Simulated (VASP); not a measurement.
# CdP (P-6m2) in VASP: single point with PBE

Aim: the single point of CdP with PBE.

All numbers are computed with VASP 6.6.1; they aren't measurements. Logs are shortened: lines on timing, memory, paths and dates and some standing lists are left out, and cuts for length are marked.

### 1 The cell of the first run

Symmetry: P-6m2, No. 187, hexagonal system. The conventional cell has a = 2.867 Å, b = 2.867 Å, c = 5.413 Å, α = 90.00°, β = 90.00°, γ = 120.00°. Within 3.8 Å of Cd (site symmetry -6m2) lie 6 Cd at 2.87 Å and 6 P at 3.17 Å. P (site symmetry -6m2) has 6 P at 2.87 Å and 6 Cd at 3.17 Å within 3.8 Å.

### 2 Single point, PBE

INCAR reads:

```
  PREC = Accurate
  ENCUT = 520
  EDIFF = 1E-6
  ISMEAR = 0
  SIGMA = 0.1
  LREAL = False
  LASPH = True
  NELM = 60
  ALGO = Normal
  ISIF = 2
  LWAVE = False
  LCHARG = True
  GGA = PE
  LELF = True
  LVHAR = True
  NBANDS = 16
```

KPOINTS reads:

```
Automatic mesh
0
Gamma
  24 24 12
```

POSCAR reads:

```
CdP
1.0
    2.8667206732      0.0000000000      0.0000000000
   -1.4333603366      2.4826529286      0.0000000000
    0.0000000000      0.0000000000      5.4126915540
Cd P
1 1
Direct
    0.6666666667      0.3333333333      0.0000000000
    0.0000000000      0.0000000000      0.5000000000
```

Potentials or basis: VASP PAW PBE potentials, release 64 (Cd, P).

Launch:

```bash
> cat potpaw_PBE.64/Cd/POTCAR potpaw_PBE.64/P/POTCAR > POTCAR
> mpirun -np 1 vasp_std > vasp.out
```

OUTCAR:

```text
PREC = Accurate
   ENCUT = 520
   EDIFF = 1E-6
   ISMEAR = 0
   LREAL = False
   LASPH = True
   NELM = 60
   ISIF = 2
   GGA = PE

 ion  position               nearest neighbor table
   1  0.667  0.333  0.000-   2 3.17   2 3.17   2 3.17   2 3.17   2 3.17   2 3.17
   2  0.000  0.000  0.500-   1 3.17   1 3.17   1 3.17   1 3.17   1 3.17   1 3.17

  LATTYP: Found a hexagonal cell.
 ALAT       =     2.8667206732
 C/A-ratio  =     1.8881126454

  Lattice vectors:

 A1 = (   2.8667206732,   0.0000000000,   0.0000000000)
 A2 = (  -1.4333603366,   2.4826529286,   0.0000000000)
 A3 = (   0.0000000000,   0.0000000000,   5.4126915540)

Analysis of symmetry for initial positions (statically):
=====================================================================
 Subroutine PRICEL returns:
 Original cell was already a primitive cell.

 Routine SETGRP: Setting up the symmetry group for a
 hexagonal supercell.

 Subroutine GETGRP returns: Found 12 space group operations
 (whereof 12 operations were pure point group operations)
 out of a pool of 24 trial point group operations.

The static configuration has the point symmetry D_3h.

Analysis of symmetry for dynamics (positions and initial velocities):
=====================================================================
 Subroutine PRICEL returns:
 Original cell was already a primitive cell.

 Routine SETGRP: Setting up the symmetry group for a
 hexagonal supercell.

 Subroutine GETGRP returns: Found 12 space group operations
 (whereof 12 operations were pure point group operations)
 out of a pool of 24 trial point group operations.

The dynamic configuration has the point symmetry D_3h.

 Subroutine INISYM returns: Found 12 space group operations
 (whereof 12 operations are pure point group operations),
 and found     1 'primitive' translations

----------------------------------------------------------------------------------------

                                     Primitive cell

  volume of cell :      38.5225

  direct lattice vectors                    reciprocal lattice vectors
     2.866720673  0.000000000  0.000000000     0.348830638  0.201397462  0.000000000
    -1.433360337  2.482652929  0.000000000     0.000000000  0.402794925  0.000000000
     0.000000000  0.000000000  5.412691554     0.000000000  0.000000000  0.184750967

  length of vectors
     2.866720673  2.866720673  5.412691554     0.402794925  0.402794925  0.184750967

  position of ions in fractional coordinates (direct lattice)
     0.666666667  0.333333333  0.000000000
     0.000000000  0.000000000  0.500000000

  ion indices of the primitive-cell ions
   primitive index   ion index
                 1           1
                 2           2

----------------------------------------------------------------------------------------

 KPOINTS: Automatic mesh

Automatic generation of k-mesh.
 Grid dimensions read from file:
 generate k-points for:   24   24   12

 Generating k-lattice:

  Cartesian coordinates                     Fractional coordinates (reciprocal lattice)
     0.014534610  0.008391561  0.000000000     0.041666667  0.000000000  0.000000000
     0.000000000  0.016783122  0.000000000     0.000000000  0.041666667  0.000000000
     0.000000000  0.000000000  0.015395914     0.000000000  0.000000000  0.083333333

  Length of vectors
     0.016783122  0.016783122  0.015395914

  Shift w.r.t. Gamma in fractional coordinates (k-lattice)
     0.000000000  0.000000000  0.000000000

 Subroutine IBZKPT returns following result:
 ===========================================

 Found    427 irreducible k-points:

 Following reciprocal coordinates:
            Coordinates               Weight
  0.000000  0.000000  0.000000      1.000000
  0.041667  0.000000  0.000000      6.000000
  0.083333 -0.000000  0.000000      6.000000
  0.125000 -0.000000  0.000000      6.000000
  0.166667  0.000000  0.000000      6.000000
  0.208333  0.000000  0.000000      6.000000
[... 16 lines left out ...]
  0.416667  0.041667  0.000000     12.000000
  0.458333  0.041667  0.000000     12.000000
 [... further k-points ...]
   k-points           NKPTS =    427   k-points in BZ     NKDIM =    427   number of bands    NBANDS=     16
   number of dos      NEDOS =    301   number of ions     NIONS =      2
   total plane-waves  NPLWV =  23040
   dimension x,y,z NGX =    24 NGY =   24 NGZ =   40
   dimension x,y,z NGXF=    48 NGYF=   48 NGZF=   80
   ions per type =               1   1
   NGX,Y,Z   is equivalent  to a cutoff of  13.92, 13.92, 12.29 a.u.
   NGXF,Y,Z  is equivalent  to a cutoff of  27.84, 27.84, 24.57 a.u.
 SYSTEM =  unknown system
   PREC   = accura    normal or accurate (medium, high low for compatibility)
   ISTART =      0    job   : 0-new  1-cont  2-samecut
   ICHARG =      2    charge: 1-file 2-atom 10-const
   ISPIN  =      1    spin polarized calculation?
   LNONCOLLINEAR =      F non collinear calculations
   LSORBIT =      F    spin-orbit coupling
   LASPH  =      T    aspherical Exc in radial PAW
   ENCUT  =  520.0 eV  38.22 Ry    6.18 a.u.   5.33  5.33 10.06*2*pi/ulx,y,z
   NELM   =     60;   NELMIN=  2; NELMDL= -5     # of ELM steps
   EDIFF  = 0.1E-05   stopping-criterion for ELM
   LREAL  =      F    real-space projection
   EDIFFG = 0.1E-04   stopping-criterion for IOM
   NSW    =      0    number of steps for IOM
   IBRION =     -1    ionic relax: 0-MD 1-quasi-New 2-CG
   NFREE  =      0    steps in history (QN), initial steepest desc. (CG)
   ISIF   =      2    stress and relaxation
   ISYM   =      2    0-nonsym 1-usesym 2-fastsym
   POTIM  = 0.5000    time-step for ionic-motion
   TEBEG  =    0.0;   TEEND  =   0.0 temperature during run
   PSTRESS=    0.0 pullay stress
   NELECT =      17.0000    total number of electrons
   NUPDOWN=      -1.0000    fix difference up-down
   EMIN   =  10.00;   EMAX   =-10.00  energy-range for DOS
   EFERMI =   0.00;   METHOD = LEGACY
   ISMEAR =     0;   SIGMA  =   0.10  broadening in eV -4-tet -1-fermi 0-gaus
   EFERMI_NEDOS =   21; number of points for ismear=-14 and -15
   IALGO  =     38    algorithm
   IMIX   =      4    mixing-type and parameters
     AMIX     =   0.40;   BMIX     =  1.00
     AMIX_MAG =   1.60;   BMIX_MAG =  1.00
  volume/ion in A,a.u.               =      19.26       129.98
  Fermi-wavevector in a.u.,A,eV,Ry     =   1.246387  2.355330 21.136387  1.553481
  Thomas-Fermi vector in A             =   2.380567
   LORBIT       =      0    0 simple, 1 ext, 2 COOP (PROOUT), +10 PAW based schemes
   GGA     = PE    functional components
   LHFCALC =     F    Hartree Fock is set to
   AEXX    =    0.0000 exact exchange contribution
   IVDW    =     0    specifies the selected vdW correction
   LEPSILON=     F    determine dielectric tensor
   LRPA    =     F    only Hartree local field effects (RPA)
 non-spin polarized calculation
 Gauss-broadening in eV      SIGMA  =   0.10
  energy-cutoff  :      520.00
  volume of cell :       38.52
 maximum number of plane-waves:      1077
 NGX is ok and might be reduce to    24
   NGX = 11   NGY = 11   NGZ = 21

 number of electron      16.9999992 magnetization

 Free energy of the ion-electron system (eV)
  ---------------------------------------------------
  ext. energy  EPLUGINS =         0.00000000
  ---------------------------------------------------
  free energy    TOTEN  =        -5.10160465 eV

  energy without entropy =       -5.09761603  energy(sigma->0) =       -5.09961034

 E-fermi :   4.9644     XC(G=0): -10.9243

 val. band max:        4.9601367180   @ k =   0.1250   0.0833   0.4167
 cond. band min:       4.9884062358   @ k =   0.3750   0.0833   0.1667
 fundamental gap:      0.0282695178
 Fermi energy:         4.9644248515

 k-point     1 :       0.0000    0.0000    0.0000
  band No.  band energies     occupation
      1      -8.1124      2.00000
      2      -5.1291      2.00000
      3      -4.4629      2.00000
      4      -4.4629      2.00000
      5      -3.5746      2.00000
      6      -3.5746      2.00000
[... 8 lines left out ...]
     15      18.8463      0.00000
     16      20.9221      0.00000

 k-point     2 :       0.0417    0.0000    0.0000
  band No.  band energies     occupation
      1      -8.0744      2.00000
      2      -5.1031      2.00000
      3      -4.4723      2.00000
      4      -4.4431      2.00000
      5      -3.6026      2.00000
      6      -3.5781      2.00000
[... 8 lines left out ...]
     15      18.9072      0.00000
     16      20.3434      0.00000

 k-point     3 :       0.0833   -0.0000    0.0000
  band No.  band energies     occupation
      1      -7.9607      2.00000
      2      -5.0312      2.00000
      3      -4.4959      2.00000
      4      -4.3846      2.00000
      5      -3.6812      2.00000
      6      -3.5885      2.00000
[... 8 lines left out ...]
     15      19.0316      0.00000
     16      19.2923      0.00000

 k-point     4 :       0.1250   -0.0000    0.0000
  band No.  band energies     occupation
      1      -7.7724      2.00000
      2      -4.9371      2.00000
      3      -4.5140      2.00000
      4      -4.2904      2.00000
      5      -3.7966      2.00000
      6      -3.6050      2.00000
[... 8 lines left out ...]
     15      18.2019      0.00000
     16      18.8201      0.00000

 k-point     5 :       0.1667    0.0000    0.0000
  band No.  band energies     occupation
      1      -7.5110      2.00000
      2      -4.8793      2.00000
      3      -4.4748      2.00000
      4      -4.1655      2.00000
      5      -3.9331      2.00000
      6      -3.6264      2.00000
[... 8 lines left out ...]
     15      17.9030      0.00000
     16      18.5355      0.00000

 k-point     6 :       0.2083    0.0000    0.0000
  band No.  band energies     occupation
      1      -7.1796      2.00000
      2      -4.9031      2.00000
      3      -4.3419      2.00000
      4      -4.0771      2.00000
      5      -4.0166      2.00000
      6      -3.6512      2.00000
[... 8 lines left out ...]
     15      17.5100      0.00000
     16      19.1887      0.00000

 k-point     7 :       0.2500   -0.0000    0.0000
  band No.  band energies     occupation
      1      -6.7826      2.00000
      2      -4.9742      2.00000
      3      -4.2178      2.00000
      4      -4.1598      2.00000
      5      -3.8527      2.00000
      6      -3.6778      2.00000
[... 8 lines left out ...]
     15      17.7486      0.00000
     16      19.0204      0.00000

 k-point     8 :       0.2917    0.0000    0.0000
  band No.  band energies     occupation
      1      -6.3280      2.00000
      2      -5.0576      2.00000
      3      -4.3473      2.00000
      4      -3.9713      2.00000
      5      -3.7042      2.00000
      6      -3.6840      2.00000
[... 8 lines left out ...]
     15      18.0941      0.00000
     16      18.4371      0.00000

 k-point     9 :       0.3333   -0.0000    0.0000
  band No.  band energies     occupation
      1      -5.8333      2.00000
      2      -5.1314      2.00000
      3      -4.4598      2.00000
      4      -3.7986      2.00000
      5      -3.7288      2.00000
      6      -3.5222      2.00000
[... 8 lines left out ...]
     15      17.8685      0.00000
     16      18.4719      0.00000
[... 172 lines left out ...]
 k-point    19 :       0.2500    0.0417    0.0000
  band No.  band energies     occupation
      1      -6.5350      2.00000
      2      -4.9927      2.00000
      3      -4.2865      2.00000
      4      -4.1145      2.00000
      5      -3.7297      2.00000
      6      -3.6993      2.00000
[... 8 lines left out ...]
     15      17.8542      0.00000
     16      18.3154      0.00000

 k-point    20 :       0.2917    0.0417    0.0000
  band No.  band energies     occupation
      1      -6.0577      2.00000
      2      -5.0749      2.00000
      3      -4.4054      2.00000
      4      -3.9298      2.00000
      5      -3.7264      2.00000
      6      -3.5690      2.00000
[... 8 lines left out ...]
     15      17.6505      0.00000
     16      18.2310      0.00000

 k-point    21 :       0.3333    0.0417    0.0000
  band No.  band energies     occupation
      1      -5.5626      2.00000
      2      -5.1289      2.00000
      3      -4.5054      2.00000
      4      -3.7621      2.00000
      5      -3.7506      2.00000
      6      -3.4264      2.00000
[... 8 lines left out ...]
     15      17.1760      0.00000
     16      18.1067      0.00000

 k-point    22 :       0.3750    0.0417    0.0000
  band No.  band energies     occupation
      1      -5.3005      2.00000
      2      -4.9284      2.00000
      3      -4.5832      2.00000
      4      -3.7703      2.00000
      5      -3.6197      2.00000
      6      -3.3106      2.00000
[... 8 lines left out ...]
     15      16.7872      0.00000
     16      18.1828      0.00000

 k-point    23 :       0.4167    0.0417    0.0000
  band No.  band energies     occupation
      1      -5.3135      2.00000
      2      -4.6363      2.00000
      3      -4.4924      2.00000
      4      -3.7842      2.00000
      5      -3.5041      2.00000
      6      -3.2287      2.00000
[... 8 lines left out ...]
     15      16.7049      0.00000
     16      18.4115      0.00000

 k-point    24 :       0.4583    0.0417    0.0000
  band No.  band energies     occupation
      1      -5.3319      2.00000
      2      -4.6632      2.00000
      3      -4.2070      2.00000
      4      -3.7913      2.00000
      5      -3.4231      2.00000
      6      -3.1866      2.00000
[... 8 lines left out ...]
     15      16.7176      0.00000
     16      18.6058      0.00000

 [... further k-points ...]

------------------------ aborting loop because EDIFF is reached ----------------------------------------

  FORCE on cell =-STRESS in cart. coord.  units (eV):
  Direction    XX          YY          ZZ          XY          YZ          ZX
  --------------------------------------------------------------------------------------
  -------------------------------------------------------------------------------------
  Total        0.0862141      0.0862141      0.0726495      0.0000000      0.0000000      0.0000000
  in kB        3.5857037      3.5857037      3.0215394      0.0000000      0.0000000      0.0000000
  external PRESSURE =       3.3976489 kB  Pullay stress =       0.0000000 kB

 VOLUME and BASIS-vectors are now :
 -----------------------------------------------------------------------------
  energy-cutoff  :      520.00
  volume of cell :       38.52
      direct lattice vectors                 reciprocal lattice vectors
     2.866720673  0.000000000  0.000000000     0.348830638  0.201397462  0.000000000
    -1.433360337  2.482652929  0.000000000     0.000000000  0.402794925  0.000000000
     0.000000000  0.000000000  5.412691554     0.000000000  0.000000000  0.184750967

 POSITION                                       TOTAL-FORCE (eV/Angst)
 -----------------------------------------------------------------------------------
      1.43336      0.82755      0.00000         0.000000      0.000000      0.000000
      0.00000      0.00000      2.70635        -0.000000      0.000000      0.000000
 -----------------------------------------------------------------------------------
    total drift:                               -0.000000      0.000000      0.000000

  FREE ENERGIE OF THE ION-ELECTRON SYSTEM (eV)
  ---------------------------------------------------
  free  energy   TOTEN  =        -5.1016046488 eV

  energy  without entropy=       -5.0976160265  energy(sigma->0) =       -5.09961034
```

Run time: 88 s. Hardware: 1 thread of Intel Xeon 6975P-C (Granite Rapids), shared host; peak memory 0.36 GiB.

What came out:

* Free energy: -5.1016 eV
* Pressure: 0.3 GPa
* Band gap on the k mesh: zero (an odd number of electrons rules out a gap without spin polarisation)

Caveat: an odd number of electrons without spin polarisation forces a metal; a magnetic or distorted state may lie lower.

The gap in the log of VASP goes by the Fermi energy; the results here count the filled bands.